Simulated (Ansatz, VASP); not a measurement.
# One calculation of HfN, two programs

```
CELL_PARAMETERS angstrom
0.00000 2.41461 2.41461
2.41461 0.00000 2.41461
2.41461 2.41461 0.00000
ATOMIC_POSITIONS crystal
Hf 0.00000 0.00000 0.00000
N 0.75000 0.75000 0.75000
```

Alike in both runs: functional LDA; k mesh 16 × 16 × 16; occupations gaussian, width 0.1 eV; no spin polarisation.

Ansatz relaxed the structure, and its values are those at the end. VASP's run is a single point on that final structure, the one shown.

|  | VASP | Ansatz |
| --- | --- | --- |
| version | VASP 6.6.1 | Ansatz 0.2.0 |
| potentials or method | VASP PAW LDA potentials, release 64 (Hf_pv, N), cutoff 520 eV | scalar-relativistic, plane waves, PAW |
| valence electrons in the cell | 15 | 31 |

|  | VASP | Ansatz | Ansatz less VASP |
| --- | --- | --- | --- |
| gap on the k mesh at the Fermi level (eV) | none | none | - |
| pressure (GPa) | -0.2 | 0.0 | +0.17 |

LDA's correlation is that of Perdew and Zunger in VASP and of Perdew and Wang (1992) in Ansatz. A gap of «none» marks a metal or a gap that the smearing closes. VASP's potentials hold 15 valence electrons a cell and Ansatz's 31, so a difference there can come from the potentials and not from the codes.

Neither program's run includes spin-orbit coupling.
